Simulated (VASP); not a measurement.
A run of VASP 6.6.1 is set up as follows.

The input INCAR:

```
SYSTEM = CdF2
ALGO = Normal
EDIFF = 1E-6
ENCUT = 520
GGA = PS
ISIF = 2
ISMEAR = 0
LASPH = .TRUE.
LCHARG = .FALSE.
LREAL = .FALSE.
LWAVE = .FALSE.
NBANDS = 20
NELM = 80
PREC = Accurate
SIGMA = 0.05
```

Contents of KPOINTS:

```
k-points
0
G
  8 8 8
  0 0 0
```

File POSCAR:

```
CdF2
1.0
    0.6566750031      3.0591445268      3.0591445268
    3.0591445268      0.6566750031      3.0591445268
    3.0591445268      3.0591445268      0.6566750031
Cd F
1 2
Direct
    0.0000000000      0.0000000000      0.0000000000
    0.2500000000      0.2500000000      0.2500000000
    0.7500000000      0.7500000000      0.7500000000
```

Potentials or basis: VASP PAW PBE potentials, release 64 (Cd, F).

Launch:

```bash
$ cat potpaw_PBE.64/Cd/POTCAR potpaw_PBE.64/F/POTCAR > POTCAR
$ mpirun -np 1 vasp_std > vasp.out
```

(1) Estimate the pressure.

(2) What does it give for the band gap on the k mesh?

(3) Predict the largest force.

Answers

(1) 11.2 GPa.

(2) 3.14 eV, indirect (least direct gap 3.28 eV).

(3) 0.523 eV/Å.

Caveat: the PAW data sets were made with another functional, which shifts forces and pressure a little.
